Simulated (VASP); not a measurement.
# Hg (P6/mmm) in VASP: single point with r2SCAN

Aim: the single point of Hg with r2SCAN.

Program: VASP 6.6.1. These are calculated values, not measurements. Logs are shortened: lines on timing, memory, paths and dates and some standing lists are left out, and cuts for length are marked.

### 1 The cell of the first run

The structure is hexagonal, space group P6/mmm (No. 191). The conventional cell has a = 5.407 Å, b = 5.407 Å, c = 3.201 Å, α = 90.00°, β = 90.00°, γ = 120.00°. Within 4.1 Å of Hg (site symmetry -6m2) lie 11 Hg at 3.12 to 3.51 Å. Within 4.2 Å of Hg (site symmetry 6/mmm) lie 14 Hg at 3.20 to 3.51 Å.

### 2 Single point, r2SCAN

The input, POSCAR:

```
Hg
1.0
    5.4069239826      0.0000000000      0.0000000000
   -2.7034619913      4.6825335252      0.0000000000
    0.0000000000      0.0000000000      3.2005700422
Hg
3
Direct
    0.3333333333      0.6666666667      0.5000000000
    0.6666666667      0.3333333333      0.5000000000
    0.0000000000      0.0000000000      0.0000000000
```

The input, INCAR.step1:

```
SYSTEM = Hg
PREC = Accurate ; ENCUT = 520
ISMEAR = 0 ; SIGMA = 0.1
LREAL = .FALSE. ; LASPH = .TRUE.
NELM = 60 ; NBANDS = 25
GGA = PE ; ALGO = Normal
EDIFF = 1E-4 ; LWAVE = .TRUE.
LCHARG = .FALSE.
```

The input, INCAR.step2:

```
SYSTEM = Hg
PREC = Accurate ; ENCUT = 520
EDIFF = 1E-7 ; ISMEAR = 0
SIGMA = 0.1 ; LREAL = .FALSE.
LASPH = .TRUE. ; NELM = 60
ALGO = Normal ; ISIF = 2
LWAVE = .FALSE. ; LCHARG = .FALSE.
METAGGA = R2SCAN ; LMIXTAU = .TRUE.
NBANDS = 25 ; ISTART = 1
```

The input, KPOINTS:

```
Automatic mesh
0
G
  9 9 14
  0 0 0
```

Potentials or basis: VASP PAW PBE potentials, release 64 (Hg).

The run is started by

```console
$ cat potpaw_PBE.64/Hg/POTCAR > POTCAR
$ cp INCAR.step1 INCAR
$ mpirun -np 1 vasp_std > vasp.out
$ cp INCAR.step2 INCAR
$ mpirun -np 1 vasp_std > vasp.out
```

OUTCAR:

```text
SYSTEM = Hg
   PREC = Accurate
   ENCUT = 520
   EDIFF = 1E-7
   ISMEAR = 0
   LREAL = .FALSE.
   LASPH = .TRUE.
   NELM = 60
   ISIF = 2
   METAGGA = R2SCAN
   ISTART = 1

 ion  position               nearest neighbor table
   1  0.333  0.667  0.500-   2 3.12   2 3.12   2 3.12   3 3.51   3 3.51   3 3.51   3 3.51   3 3.51
                             3 3.51
   2  0.667  0.333  0.500-   1 3.12   1 3.12   1 3.12   3 3.51   3 3.51   3 3.51   3 3.51   3 3.51
                             3 3.51
   3  0.000  0.000  0.000-   1 3.51   2 3.51   1 3.51   2 3.51   1 3.51   1 3.51   2 3.51   2 3.51
                             2 3.51   2 3.51   1 3.51   1 3.51

  LATTYP: Found a hexagonal cell.
 ALAT       =     5.4069239826
 C/A-ratio  =     0.5919391603

  Lattice vectors:

 A1 = (   5.4069239826,   0.0000000000,   0.0000000000)
 A2 = (  -2.7034619913,   4.6825335252,   0.0000000000)
 A3 = (   0.0000000000,   0.0000000000,   3.2005700422)

Analysis of symmetry for initial positions (statically):
=====================================================================
 Subroutine PRICEL returns:
 Original cell was already a primitive cell.

 Routine SETGRP: Setting up the symmetry group for a
 hexagonal supercell.

 Subroutine GETGRP returns: Found 24 space group operations
 (whereof 24 operations were pure point group operations)
 out of a pool of 24 trial point group operations.

The static configuration has the point symmetry D_6h.

Analysis of symmetry for dynamics (positions and initial velocities):
=====================================================================
 Subroutine PRICEL returns:
 Original cell was already a primitive cell.

 Routine SETGRP: Setting up the symmetry group for a
 hexagonal supercell.

 Subroutine GETGRP returns: Found 24 space group operations
 (whereof 24 operations were pure point group operations)
 out of a pool of 24 trial point group operations.

The dynamic configuration has the point symmetry D_6h.

 Subroutine INISYM returns: Found 24 space group operations
 (whereof 24 operations are pure point group operations),
 and found     1 'primitive' translations

----------------------------------------------------------------------------------------

                                     Primitive cell

  volume of cell :      81.0324

  direct lattice vectors                    reciprocal lattice vectors
[... 86 lines left out ...]
   LASPH  =      T    aspherical Exc in radial PAW
   ENCUT  =  520.0 eV  38.22 Ry    6.18 a.u.  10.05 10.05  5.95*2*pi/ulx,y,z
   NELM   =     60;   NELMIN=  2; NELMDL=  0     # of ELM steps
   EDIFF  = 0.1E-06   stopping-criterion for ELM
   LREAL  =      F    real-space projection
   EDIFFG = 0.1E-05   stopping-criterion for IOM
   NSW    =      0    number of steps for IOM
   IBRION =     -1    ionic relax: 0-MD 1-quasi-New 2-CG
   NFREE  =      0    steps in history (QN), initial steepest desc. (CG)
   ISIF   =      2    stress and relaxation
   ISYM   =      2    0-nonsym 1-usesym 2-fastsym
   POTIM  = 0.5000    time-step for ionic-motion
   TEBEG  =    0.0;   TEEND  =   0.0 temperature during run
   PSTRESS=    0.0 pullay stress
   NELECT =      36.0000    total number of electrons
   NUPDOWN=      -1.0000    fix difference up-down
   EMIN   =  10.00;   EMAX   =-10.00  energy-range for DOS
   EFERMI =   0.00;   METHOD = LEGACY
   ISMEAR =     0;   SIGMA  =   0.10  broadening in eV -4-tet -1-fermi 0-gaus
   EFERMI_NEDOS =   21; number of points for ismear=-14 and -15
   IALGO  =     38    algorithm
   IMIX   =      4    mixing-type and parameters
     AMIX     =   0.40;   BMIX     =  1.00
     AMIX_MAG =   1.60;   BMIX_MAG =  1.00
  volume/ion in A,a.u.               =      27.01       182.28
  Fermi-wavevector in a.u.,A,eV,Ry     =   1.249174  2.360596 21.231006  1.560435
  Thomas-Fermi vector in A             =   2.383226
   LORBIT       =      0    0 simple, 1 ext, 2 COOP (PROOUT), +10 PAW based schemes
   METAGGA = R2SCAN    functional components
   LHFCALC =     F    Hartree Fock is set to
   AEXX    =    0.0000 exact exchange contribution
   IVDW    =     0    specifies the selected vdW correction
   LEPSILON=     F    determine dielectric tensor
   LRPA    =     F    only Hartree local field effects (RPA)
 non-spin polarized calculation
 Gauss-broadening in eV      SIGMA  =   0.10
  energy-cutoff  :      520.00
  volume of cell :       81.03
 maximum number of plane-waves:      2202
   NGX = 21   NGY = 21   NGZ = 11

 number of electron      36.0000007 magnetization

 Free energy of the ion-electron system (eV)
  ---------------------------------------------------
  ext. energy  EPLUGINS =         0.00000000
  ---------------------------------------------------
  free energy    TOTEN  =      -148.09054295 eV

  energy without entropy =     -148.08841376  energy(sigma->0) =     -148.08947836

 E-fermi :   1.7764     XC(G=0): -10.6574

 val. band max:        1.7747362748   @ k =   0.2222   0.0000   0.4286
 cond. band min:       1.8749930983   @ k =   0.2222   0.0000   0.0000
 fundamental gap:      0.1002568236
 Fermi energy:         1.7764147161

 k-point     1 :       0.0000    0.0000    0.0000
  band No.  band energies     occupation
      1      -6.5909      2.00000
      2      -6.1256      2.00000
      3      -5.6915      2.00000
      4      -5.5384      2.00000
      5      -5.3797      2.00000
      6      -5.3797      2.00000
[... 661 lines left out ...]
     24      11.9569      0.00000
     25      12.2754      0.00000

 [... further k-points ...]

------------------------ aborting loop because EDIFF is reached ----------------------------------------

  FORCE on cell =-STRESS in cart. coord.  units (eV):
  Direction    XX          YY          ZZ          XY          YZ          ZX
  --------------------------------------------------------------------------------------
  -------------------------------------------------------------------------------------
  Total        0.1042805      0.1042805      0.1395143      0.0000000      0.0000000     -0.0000000
  in kB        2.0618402      2.0618402      2.7584863      0.0000000      0.0000000     -0.0000000
  external PRESSURE =       2.2940556 kB  Pullay stress =       0.0000000 kB

 VOLUME and BASIS-vectors are now :
 -----------------------------------------------------------------------------
  energy-cutoff  :      520.00
  volume of cell :       81.03
      direct lattice vectors                 reciprocal lattice vectors
     5.406923983  0.000000000  0.000000000     0.184948041  0.106779801  0.000000000
    -2.703461991  4.682533525  0.000000000     0.000000000  0.213559603  0.000000000
     0.000000000  0.000000000  3.200570042     0.000000000  0.000000000  0.312444342

 POSITION                                       TOTAL-FORCE (eV/Angst)
 -----------------------------------------------------------------------------------
     -0.00000      3.12169      1.60029         0.000000      0.000000      0.000000
      2.70346      1.56084      1.60029        -0.000000      0.000000     -0.000000
      0.00000      0.00000      0.00000         0.000000      0.000000     -0.000000
 -----------------------------------------------------------------------------------
    total drift:                                0.000000     -0.000000      0.000000

  FREE ENERGIE OF THE ION-ELECTRON SYSTEM (eV)
  ---------------------------------------------------
  free  energy   TOTEN  =      -148.0905429518 eV

  energy  without entropy=     -148.0884137597  energy(sigma->0) =     -148.08947836
```

OUTCAR.step1:

```text
SYSTEM = Hg
   PREC = Accurate
   ENCUT = 520
   ISMEAR = 0
   LREAL = .FALSE.
   LASPH = .TRUE.
   NELM = 60
[... 899 lines left out ...]
     -0.00000      3.12169      1.60029         0.000000     -0.000000      0.000000
      2.70346      1.56084      1.60029        -0.000000      0.000000      0.000000
      0.00000      0.00000      0.00000        -0.000000      0.000000      0.000000
 -----------------------------------------------------------------------------------
    total drift:                                0.000000     -0.000000      0.000000

  FREE ENERGIE OF THE ION-ELECTRON SYSTEM (eV)
  ---------------------------------------------------
  free  energy   TOTEN  =        -0.5122636960 eV

  energy  without entropy=       -0.5101973509  energy(sigma->0) =       -0.51123052
```

OSZICAR.step1:

```text
N       E                     dE             d eps       ncg     rms          rms(c)
DAV:   1     0.287667196725E+03    0.28767E+03   -0.18360E+04  4800   0.138E+03
DAV:   2     0.748947451106E+01   -0.28018E+03   -0.26503E+03  4878   0.358E+02
DAV:   3    -0.550779481740E+00   -0.80403E+01   -0.79956E+01  5685   0.667E+01
DAV:   4    -0.572018648141E+00   -0.21239E-01   -0.21226E-01  5200   0.308E+00
DAV:   5    -0.572053488006E+00   -0.34840E-04   -0.34838E-04  5173   0.127E-01    0.424E+00
DAV:   6    -0.514665957966E+00    0.57388E-01   -0.15425E-01  5218   0.376E+00    0.328E+00
DAV:   7    -0.511930864685E+00    0.27351E-02   -0.31157E-02  5150   0.136E+00    0.137E+00
DAV:   8    -0.512229384105E+00   -0.29852E-03   -0.41662E-03  5034   0.638E-01    0.951E-02
DAV:   9    -0.512263695999E+00   -0.34312E-04   -0.80979E-05  2970   0.863E-02
   1 F= -.51226370E+00 E0= -.51123052E+00  d E =-.206635E-02
```

Wall time 6.9 min (1 thread of Intel Xeon Platinum 8259CL at 2.50GHz (Skylake/Cascade Lake), shared host); peak memory 0.29 GiB.

What came out:

* Free energy: -148.0905 eV
* Pressure: 0.2 GPa
* Band gap on the k mesh: zero (bands 18 and 19 overlap by 2.93 eV)

Caveat: the PAW data sets were made with another functional, which shifts forces and pressure a little; spin-orbit coupling is left out, which moves the levels of the heavy elements.
